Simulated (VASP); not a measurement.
## HC18O: single point with PBE

HC18O, a slab with vacuum:

```xyz
20
Lattice="7.3980 0.0000 0.0000 -3.6990 6.4069 0.0000 0.0000 0.0000 12.0000" Properties=species:S:1:pos:R:3 pbc="T T T"
C     0.0042   -0.0396    0.8962
C     1.2375    0.6761    1.0416
C    -1.2201    2.0812    0.8957
C     0.0163    2.7915    1.0413
C    -2.4678    4.2183    1.0026
C    -1.2368    4.9290    1.0453
C     2.4649   -0.0577    1.0198
C     3.6965    0.6589    0.8949
C     1.2389    2.0871    1.1777
C     2.5384    2.8369    1.3881
C    -0.0056    4.2213    1.0199
C     1.2310    4.9295    0.8955
C     4.9305   -0.0528    0.8350
C     6.1660    0.6605    0.8488
C     3.7219    2.0670    0.8999
C     4.9409    2.7859    0.8806
C     2.4631    4.2473    0.9011
C     3.6950    4.9436    0.8815
O     2.9414    3.0667    2.8254
H     3.7936    3.5591    2.6644
```

```yaml
Program: VASP 6.6.1
Task: single point
Functional: PBE
Potentials_or_basis: VASP PAW PBE potentials, release 64 (C, O, H)
Cutoff: 520 eV
k_mesh: 2 × 2 × 1
Occupations: fermi-dirac, width 0.05 eV
Spin: collinear spin, zero start
Starting_moments: "[0.0, 0.0, 0.0, 0.0, 0.0, 0.0, 0.0, 0.0, 0.0, 0.0, 0.0, 0.0, 0.0, 0.0, 0.0, 0.0, 0.0, 0.0, 0.0, 0.0] μB"
Dipole_correction: no
Further_INCAR_settings: LREAL = Auto; ALGO = Normal; EDIFF = 1e-06; NBANDS = 60
```

* Largest force: 1.161 eV/Å
* Net moment: 0.00 μB per cell
* Valence electrons inside the program's atomic spheres: C 2.64, 2.63, 2.65, 2.61, 2.51; O 5.08; H 0.72

Forces in eV/Å, atoms in the order of the input:
```
C    0.065  0.030  0.029
C    0.068  0.034 -0.039
C    0.060  0.041  0.027
C    0.063  0.041 -0.038
C    0.128  0.073 -0.552
C    0.081  0.047 -0.284
C    0.060  0.050 -0.076
C    0.050  0.053  0.021
C    0.076  0.043 -0.048
C   -0.027 -0.018 -0.103
C    0.074  0.030 -0.079
C    0.073  0.016  0.023
C    0.048  0.029  0.034
C    0.063  0.035  0.080
C    0.032  0.061  0.019
C    0.054  0.080 -0.058
C    0.071 -0.004  0.022
C    0.097  0.006 -0.058
O   -0.369 -0.204  0.327
H   -0.765 -0.442  0.754
```

Levels at points of the mesh, in eV from the Fermi level:
Spin up:
| k point | band 37 | band 38 | band 39 | band 40 | band 41 | band 42 | band 43 | band 44 |
| --- | --- | --- | --- | --- | --- | --- | --- | --- |
| (0.00, 0.00, 0.00) | -2.02 | -1.80 | 0.15 | 0.17 | 0.46 | 1.98 | 3.66 | 4.75 |
| (0.50, 0.00, 0.00) | -2.30 | -2.22 | -1.55 | -0.23 | 2.09 | 2.64 | 2.70 | 2.86 |
| (0.00, 0.50, 0.00) | -2.35 | -2.25 | -1.45 | -0.16 | 2.05 | 2.56 | 2.71 | 2.81 |
| (0.50, 0.50, 0.00) | -2.35 | -2.25 | -1.44 | -0.16 | 2.05 | 2.56 | 2.71 | 2.81 |
Spin down:
```
           k point  band 37  band 38  band 39  band 40  band 41  band 42  band 43  band 44
(0.00, 0.00, 0.00)    -2.02    -1.80     0.15     0.17     0.46     1.98     3.66     4.75
(0.50, 0.00, 0.00)    -2.30    -2.22    -1.55    -0.23     2.09     2.64     2.70     2.86
(0.00, 0.50, 0.00)    -2.35    -2.25    -1.45    -0.16     2.05     2.56     2.71     2.81
(0.50, 0.50, 0.00)    -2.35    -2.25    -1.44    -0.16     2.05     2.56     2.71     2.81
```

Wall time 9.8 min on 1 thread of Intel(R) Xeon(R) Platinum 8488C (Sapphire Rapids), on a shared host, peak memory 0.88 GiB.

Caveat: the k points lie up to 0.49 Å⁻¹ apart.
